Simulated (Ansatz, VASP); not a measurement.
## CO2: VASP beside Ansatz

```
CELL_PARAMETERS angstrom
4.59463 0.00000 0.00000
0.00000 4.59463 0.00000
0.00000 0.00000 4.78481
ATOMIC_POSITIONS crystal
C 0.50000 0.50000 0.50000
C 0.00000 0.00000 0.00000
O 0.32039 0.67961 0.50000
O 0.67961 0.32039 0.50000
O 0.17961 0.17961 0.00000
O 0.82039 0.82039 0.00000
```

Alike in both runs: functional PBEsol; k mesh 6 × 6 × 6; occupations gaussian, width 0.02 eV; no spin polarisation.

Ansatz relaxed the structure, and its values are those at the end. VASP's run is a single point on that final structure, the one shown.

```csv
,VASP,Ansatz
version,VASP 6.6.1,Ansatz 0.2.0
potentials or method,"VASP PAW PBE potentials, release 64 (C, O), cutoff 520 eV","scalar-relativistic, plane waves, PAW"
valence electrons in the cell,32,32
```

VASP gave:

```
gap on the k mesh at the Fermi level (eV) : 6.57
least direct gap on the mesh (eV)         : 6.79
pressure (GPa)                            : 1.5
rms of the force components (eV/Å)        : 0.332
```

Estimate Ansatz's values.

gap on the k mesh at the Fermi level (eV): 6.59; least direct gap on the mesh (eV): 6.81; pressure (GPa): 0.0; rms of the force components (eV/Å): 0.000.

VASP's potentials were made for PBE, not for PBEsol. With one functional, cell and mesh, what is left measures potentials, basis and numerics.

Noted on VASP's run: the standard files for N, O and F lose accuracy on very short bonds.
